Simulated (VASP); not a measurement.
Runs of VASP 6.6.1 on RbBr. The structure is that of space group Pm-3m (No. 221), or close to it. The cells are those of the table. 

```csv
cell,gap on the mesh (eV),pressure (GPa)
"a = 3.989, b = 3.989, c = 4.119 Å, 2 atoms",4.07,0.6
"a = 3.989, b = 3.989, c = 4.108 Å, 2 atoms",4.09,0.7
"a = 4.151, b = 4.151, c = 4.021 Å, 2 atoms",3.84,-0.4
"a = 4.050, b = 4.050, c = 4.082 Å, 2 atoms",4.05,(b)
"a = 4.111, b = 4.111, c = 4.060 Å, 2 atoms",3.94,-0.2
"a = 4.090, b = 4.090, c = 4.058 Å, 2 atoms",3.99,(c)
"a = 4.151, b = 4.151, c = 4.047 Å, 2 atoms",3.84,(a)
"a = 4.090, b = 4.090, c = 4.062 Å, 2 atoms",3.99,(d)
"a = 4.029, b = 4.029, c = 4.095 Å, 2 atoms",4.06,0.3
"a = 4.111, b = 4.111, c = 4.046 Å, 2 atoms",3.94,-0.2
```

Alike in all rows: level PBEsol; potentials or basis VASP PAW PBE potentials, release 64 (Rb_sv, Br); no spin polarisation; k mesh 6 × 6 × 6; smearing gaussian 0.01 eV.

Question: Fill in the values left out.

Answer: (a) -0.5; (b) 0.2; (c) 0.0; (d) -0.1.

Caveats: the PAW data sets were made with another functional, which shifts forces and pressure a little.

A k mesh can miss the band edges, and the runs leave out spin-orbit coupling on Br, Rb.
